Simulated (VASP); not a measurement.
# ZnO (P6_3/mmc) in VASP: further runs

The runs below take ZnO through single point, with PBE.

Everything below comes from runs of VASP 6.6.1. Logs are shortened: lines on timing, memory, paths and dates and some standing lists are left out, and cuts for length are marked.

### Step 1. The cell of the first run

Symmetry: P6_3/mmc, No. 194, hexagonal system. The conventional cell has a = 2.963 Å, b = 2.963 Å, c = 5.086 Å, α = 90.00°, β = 90.00°, γ = 120.00°. Within 2.8 Å of Zn (site symmetry -3m) lie 6 O at 2.13 Å and 2 Zn at 2.54 Å. Within 2.8 Å of O (site symmetry -6m2) lie 6 Zn at 2.13 Å.

### Step 2. Single point, PBE (volume changed by -6%)

Contents of INCAR:

```
SYSTEM = ZnO
PREC     = Accurate       ! precision mode
ENCUT    = 520            ! plane-wave cutoff, eV
EDIFF    = 1E-6           ! SCF threshold, eV
ISMEAR   = 0              ! smearing method
SIGMA    = 0.01           ! smearing width, eV
LREAL    = .FALSE.        ! projectors in reciprocal space
LASPH    = .TRUE.         ! aspherical terms in the spheres
NELM     = 80             ! most SCF steps
ALGO     = Normal         ! electronic algorithm
ISIF     = 2              ! what is computed and relaxed
LWAVE    = .FALSE.        ! write WAVECAR
LCHARG   = .FALSE.        ! write CHGCAR
GGA      = PE             ! functional
NBANDS   = 26             ! bands
```

Contents of KPOINTS:

```
Automatic mesh
0
G
  9 9 4
  0 0 0
```

Contents of POSCAR:

```
ZnO
1.0
    2.9634337684      0.0000000000      0.0000000000
   -1.4817168842      2.5664089259      0.0000000000
    0.0000000000      0.0000000000      5.0861067321
Zn O
2 2
Direct
    0.0000000000      0.0000000000      0.0000000000
    0.0000000000      0.0000000000      0.5000000000
    0.3333333333      0.6666666667      0.2500000000
    0.6666666667      0.3333333333      0.7500000000
```

Potentials or basis: VASP PAW PBE potentials, release 64 (Zn, O).

On the command line:

```bash
$ cat potpaw_PBE.64/Zn/POTCAR potpaw_PBE.64/O/POTCAR > POTCAR
$ mpirun -np 1 vasp_std > vasp.out
```

OUTCAR:

```text
SYSTEM = ZnO
   PREC = Accurate
   ENCUT = 520
   EDIFF = 1E-6
   ISMEAR = 0
   LREAL = .FALSE.
   LASPH = .TRUE.
   NELM = 80
   ISIF = 2
   GGA = PE

 ion  position               nearest neighbor table
   1  0.000  0.000  0.000-   3 2.13   4 2.13   4 2.13   3 2.13   4 2.13   3 2.13   2 2.54   2 2.54

   2  0.000  0.000  0.500-   3 2.13   4 2.13   4 2.13   3 2.13   4 2.13   3 2.13   1 2.54   1 2.54

   3  0.333  0.667  0.250-   1 2.13   2 2.13   1 2.13   2 2.13   1 2.13   2 2.13
   4  0.667  0.333  0.750-   1 2.13   2 2.13   1 2.13   2 2.13   1 2.13   2 2.13

  LATTYP: Found a hexagonal cell.
 ALAT       =     2.9634337684
 C/A-ratio  =     1.7162883093

  Lattice vectors:

 A1 = (   2.9634337684,   0.0000000000,   0.0000000000)
 A2 = (  -1.4817168842,   2.5664089259,   0.0000000000)
 A3 = (   0.0000000000,   0.0000000000,   5.0861067321)

Analysis of symmetry for initial positions (statically):
=====================================================================
 Subroutine PRICEL returns:
 Original cell was already a primitive cell.

 Routine SETGRP: Setting up the symmetry group for a
 hexagonal supercell.

 Subroutine GETGRP returns: Found 24 space group operations
 (whereof 12 operations were pure point group operations)
 out of a pool of 24 trial point group operations.

The static configuration has the point symmetry D_3d.
 The point group associated with its full space group is D_6h.

Analysis of symmetry for dynamics (positions and initial velocities):
=====================================================================
 Subroutine PRICEL returns:
 Original cell was already a primitive cell.

 Routine SETGRP: Setting up the symmetry group for a
 hexagonal supercell.

 Subroutine GETGRP returns: Found 24 space group operations
 (whereof 12 operations were pure point group operations)
 out of a pool of 24 trial point group operations.

The dynamic configuration has the point symmetry D_3d.
 The point group associated with its full space group is D_6h.

 Subroutine INISYM returns: Found 24 space group operations
 (whereof 12 operations are pure point group operations),
 and found     1 'primitive' translations

----------------------------------------------------------------------------------------

                                     Primitive cell

  volume of cell :      38.6818

  direct lattice vectors                    reciprocal lattice vectors
     2.963433768  0.000000000  0.000000000     0.337446381  0.194824759  0.000000000
    -1.481716884  2.566408926  0.000000000     0.000000000  0.389649518  0.000000000
     0.000000000  0.000000000  5.086106732     0.000000000  0.000000000  0.196614041

  length of vectors
     2.963433768  2.963433768  5.086106732     0.389649518  0.389649518  0.196614041

  position of ions in fractional coordinates (direct lattice)
     0.000000000  0.000000000  0.000000000
     0.000000000  0.000000000  0.500000000
     0.333333333  0.666666667  0.250000000
     0.666666667  0.333333333  0.750000000

  ion indices of the primitive-cell ions
   primitive index   ion index
                 1           1
                 2           2
                 3           3
                 4           4

----------------------------------------------------------------------------------------

 KPOINTS: Automatic mesh

Automatic generation of k-mesh.
 Grid dimensions read from file:
 generate k-points for:    9    9    4

 Generating k-lattice:

  Cartesian coordinates                     Fractional coordinates (reciprocal lattice)
     0.037494042  0.021647195  0.000000000     0.111111111  0.000000000  0.000000000
     0.000000000  0.043294391  0.000000000     0.000000000  0.111111111  0.000000000
     0.000000000  0.000000000  0.049153510     0.000000000  0.000000000  0.250000000

  Length of vectors
     0.043294391  0.043294391  0.049153510

  Shift w.r.t. Gamma in fractional coordinates (k-lattice)
     0.000000000  0.000000000  0.000000000

 Subroutine IBZKPT returns following result:
 ===========================================

 Found     36 irreducible k-points:

 Following reciprocal coordinates:
            Coordinates               Weight
  0.000000  0.000000  0.000000      1.000000
  0.111111 -0.000000  0.000000      6.000000
  0.222222  0.000000  0.000000      6.000000
  0.333333 -0.000000  0.000000      6.000000
  0.444444  0.000000  0.000000      6.000000
  0.111111  0.111111  0.000000      6.000000
[... 16 lines left out ...]
  0.333333  0.222222  0.250000     24.000000
  0.333333  0.333333  0.250000      4.000000
 [... further k-points ...]
   k-points           NKPTS =     36   k-points in BZ     NKDIM =     36   number of bands    NBANDS=     26
   number of dos      NEDOS =    301   number of ions     NIONS =      4
   total plane-waves  NPLWV =  23040
   dimension x,y,z NGX =    24 NGY =   24 NGZ =   40
   dimension x,y,z NGXF=    48 NGYF=   48 NGZF=   80
   ions per type =               2   2
   NGX,Y,Z   is equivalent  to a cutoff of  13.46, 13.46, 13.07 a.u.
   NGXF,Y,Z  is equivalent  to a cutoff of  26.93, 26.93, 26.15 a.u.
 SYSTEM =  ZnO
   PREC   = accura    normal or accurate (medium, high low for compatibility)
   ISTART =      0    job   : 0-new  1-cont  2-samecut
   ICHARG =      2    charge: 1-file 2-atom 10-const
   ISPIN  =      1    spin polarized calculation?
   LNONCOLLINEAR =      F non collinear calculations
   LSORBIT =      F    spin-orbit coupling
   LASPH  =      T    aspherical Exc in radial PAW
   ENCUT  =  520.0 eV  38.22 Ry    6.18 a.u.   5.51  5.51  9.46*2*pi/ulx,y,z
   NELM   =     80;   NELMIN=  2; NELMDL= -5     # of ELM steps
   EDIFF  = 0.1E-05   stopping-criterion for ELM
   LREAL  =      F    real-space projection
   EDIFFG = 0.1E-04   stopping-criterion for IOM
   NSW    =      0    number of steps for IOM
   IBRION =     -1    ionic relax: 0-MD 1-quasi-New 2-CG
   NFREE  =      0    steps in history (QN), initial steepest desc. (CG)
   ISIF   =      2    stress and relaxation
   ISYM   =      2    0-nonsym 1-usesym 2-fastsym
   POTIM  = 0.5000    time-step for ionic-motion
   TEBEG  =    0.0;   TEEND  =   0.0 temperature during run
   PSTRESS=    0.0 pullay stress
   NELECT =      36.0000    total number of electrons
   NUPDOWN=      -1.0000    fix difference up-down
   EMIN   =  10.00;   EMAX   =-10.00  energy-range for DOS
   EFERMI =   0.00;   METHOD = LEGACY
   ISMEAR =     0;   SIGMA  =   0.01  broadening in eV -4-tet -1-fermi 0-gaus
   EFERMI_NEDOS =   21; number of points for ismear=-14 and -15
   IALGO  =     38    algorithm
   IMIX   =      4    mixing-type and parameters
     AMIX     =   0.40;   BMIX     =  1.00
     AMIX_MAG =   1.60;   BMIX_MAG =  1.00
  volume/ion in A,a.u.               =       9.67        65.26
  Fermi-wavevector in a.u.,A,eV,Ry     =   1.598356  3.020455 34.759368  2.554741
  Thomas-Fermi vector in A             =   2.695818
   LORBIT       =      0    0 simple, 1 ext, 2 COOP (PROOUT), +10 PAW based schemes
   GGA     = PE    functional components
   LHFCALC =     F    Hartree Fock is set to
   AEXX    =    0.0000 exact exchange contribution
   IVDW    =     0    specifies the selected vdW correction
   LEPSILON=     F    determine dielectric tensor
   LRPA    =     F    only Hartree local field effects (RPA)
 non-spin polarized calculation
 Gauss-broadening in eV      SIGMA  =   0.01
  energy-cutoff  :      520.00
  volume of cell :       38.68
 maximum number of plane-waves:      1074
 NGX is ok and might be reduce to    24
   NGX = 11   NGY = 11   NGZ = 19

 number of electron      35.9999990 magnetization

 Free energy of the ion-electron system (eV)
  ---------------------------------------------------
  ext. energy  EPLUGINS =         0.00000000
  ---------------------------------------------------
  free energy    TOTEN  =       -16.85147054 eV

  energy without entropy =      -16.85147054  energy(sigma->0) =      -16.85147054

 E-fermi :   2.9049     XC(G=0): -12.3411

 val. band max:        2.8561188899   @ k =   0.0000   0.0000   0.0000
 cond. band min:       3.6732821508   @ k =   0.0000   0.0000   0.0000
 fundamental gap:      0.8171632609
 Fermi energy:         2.9049130089

 k-point     1 :       0.0000    0.0000    0.0000
  band No.  band energies     occupation
      1     -15.8651      2.00000
      2     -14.5808      2.00000
      3      -4.7398      2.00000
      4      -3.0607      2.00000
      5      -3.0607      2.00000
      6      -2.8611      2.00000
[... 18 lines left out ...]
     25      21.0418      0.00000
     26      21.2665      0.00000

 k-point     2 :       0.1111   -0.0000    0.0000
  band No.  band energies     occupation
      1     -15.7356      2.00000
      2     -14.5377      2.00000
      3      -4.5251      2.00000
      4      -3.0375      2.00000
      5      -3.0322      2.00000
      6      -2.8693      2.00000
[... 18 lines left out ...]
     25      19.0268      0.00000
     26      19.8494      0.00000

 k-point     3 :       0.2222    0.0000    0.0000
  band No.  band energies     occupation
      1     -15.3824      2.00000
      2     -14.4298      2.00000
      3      -3.9461      2.00000
      4      -3.0750      2.00000
      5      -3.0078      2.00000
      6      -2.9603      2.00000
[... 18 lines left out ...]
     25      17.8009      0.00000
     26      17.9980      0.00000

 k-point     4 :       0.3333   -0.0000    0.0000
  band No.  band energies     occupation
      1     -14.9165      2.00000
      2     -14.3216      2.00000
      3      -3.8805      2.00000
      4      -3.4005      2.00000
      5      -3.0681      2.00000
      6      -2.8280      2.00000
[... 18 lines left out ...]
     25      16.6256      0.00000
     26      18.3303      0.00000
[... 496 lines left out ...]
      1     -14.6391      2.00000
      2     -14.3323      2.00000
      3      -3.8417      2.00000
      4      -3.3467      2.00000
      5      -3.0031      2.00000
      6      -2.9522      2.00000
[... 18 lines left out ...]
     25      14.4972      0.00000
     26      19.8224      0.00000

 k-point    23 :       0.3333    0.2222    0.2500
  band No.  band energies     occupation
      1     -14.3728      2.00000
      2     -14.2694      2.00000
      3      -4.0160      2.00000
      4      -3.3996      2.00000
      5      -3.1012      2.00000
      6      -3.0257      2.00000
[... 18 lines left out ...]
     25      14.4598      0.00000
     26      19.4976      0.00000

 k-point    24 :       0.3333    0.3333    0.2500
  band No.  band energies     occupation
      1     -14.2640      2.00000
      2     -14.2640      2.00000
      3      -3.7272      2.00000
      4      -3.4616      2.00000
      5      -3.4616      2.00000
      6      -2.8890      2.00000
[... 18 lines left out ...]
     25      14.4507      0.00000
     26      20.0951      0.00000

 [... further k-points ...]
[... 5 lines left out ...]
  --------------------------------------------------------------------------------------
  -------------------------------------------------------------------------------------
  Total        2.8694546      2.8694546      3.3166995      0.0000000     -0.0000000     -0.0000000
  in kB      118.8511488    118.8511488    137.3757739      0.0000000     -0.0000000     -0.0000000
  external PRESSURE =     125.0260238 kB  Pullay stress =       0.0000000 kB

 VOLUME and BASIS-vectors are now :
 -----------------------------------------------------------------------------
  energy-cutoff  :      520.00
  volume of cell :       38.68
      direct lattice vectors                 reciprocal lattice vectors
     2.963433768  0.000000000  0.000000000     0.337446381  0.194824759  0.000000000
    -1.481716884  2.566408926  0.000000000     0.000000000  0.389649518  0.000000000
     0.000000000  0.000000000  5.086106732     0.000000000  0.000000000  0.196614041

 POSITION                                       TOTAL-FORCE (eV/Angst)
 -----------------------------------------------------------------------------------
      0.00000      0.00000      0.00000        -0.000000     -0.000000      0.000000
      0.00000      0.00000      2.54305         0.000000     -0.000000      0.000000
     -0.00000      1.71094      1.27153         0.000000      0.000000      0.000000
      1.48172      0.85547      3.81458        -0.000000      0.000000     -0.000000
 -----------------------------------------------------------------------------------
    total drift:                               -0.000000      0.000000     -0.000000

  FREE ENERGIE OF THE ION-ELECTRON SYSTEM (eV)
  ---------------------------------------------------
  free  energy   TOTEN  =       -16.8514705402 eV

  energy  without entropy=      -16.8514705402  energy(sigma->0) =      -16.85147054
```

Run time: 22 s. Hardware: 1 thread of AMD EPYC 9R45 (Zen 5), shared host; peak memory 0.14 GiB.

What came out:

```yaml
Free_energy: -16.8515 eV
Pressure: 12.5 GPa
Band_gap_on_the_k_mesh: 0.82 eV, direct
```

Levels at points of the mesh, in eV from the valence-band top:
```tsv
k point	band 15	band 16	band 17	band 18	band 19	band 20	band 21	band 22
(0.00, 0.00, 0.00)	-1.30	-1.30	0.00	0.00	0.82	5.65	8.84	14.10
(0.00, 0.00, 0.50)	-0.55	-0.55	-0.55	-0.55	3.91	3.91	11.15	11.15
```

### Step 3. Single point, PBE (volume changed by -3%)

Contents of INCAR:

```
SYSTEM = ZnO
PREC = Accurate
ENCUT = 520
EDIFF = 1E-7
ISMEAR = 0
SIGMA = 0.01
LREAL = .FALSE.
LASPH = .TRUE.
NELM = 100
ALGO = Normal
ISIF = 2
LWAVE = .FALSE.
LCHARG = .FALSE.
GGA = PE
NBANDS = 26
```

Contents of KPOINTS:

```
regular mesh
0
G
  9 9 4
  0 0 0
```

Contents of POSCAR:

```
ZnO
1.0
    2.9946301006      0.0000000000      0.0000000000
   -1.4973150503      2.5934257421      0.0000000000
    0.0000000000      0.0000000000      5.1396486324
Zn O
2 2
Direct
    0.0000000000      0.0000000000      0.0000000000
    0.0000000000      0.0000000000      0.5000000000
    0.3333333333      0.6666666667      0.2500000000
    0.6666666667      0.3333333333      0.7500000000
```

Potentials or basis: VASP PAW PBE potentials, release 64 (Zn, O).

On the command line:

```bash
$ cat potpaw_PBE.64/Zn/POTCAR potpaw_PBE.64/O/POTCAR > POTCAR
$ mpirun -np 1 vasp_std > vasp.out
```

Run time: 24 s. Hardware: 1 thread of AMD EPYC 9R45 (Zen 5), shared host; peak memory 0.14 GiB.

It converged, with:

```
Free energy            : -16.9253 eV
Pressure               : 6.3 GPa
Band gap on the k mesh : 0.66 eV, direct
```

Stress tensor (GPa, compression positive):
```
6.00 0.00 0.00
0.00 6.00 0.00
0.00 0.00 6.91
```

Levels at points of the mesh, in eV from the valence-band top:
| k point | band 14 | band 15 | band 16 | band 17 | band 18 | band 19 | band 20 | band 21 | band 22 | band 23 |
| --- | --- | --- | --- | --- | --- | --- | --- | --- | --- | --- |
| (0.00, 0.00, 0.00) | -1.56 | -1.20 | -1.20 | 0.00 | 0.00 | 0.66 | 5.57 | 8.58 | 13.91 | 13.91 |
| (0.00, 0.00, 0.50) | -3.71 | -0.51 | -0.51 | -0.51 | -0.51 | 3.75 | 3.75 | 10.99 | 10.99 | 14.95 |

[end of part 1 of 2]
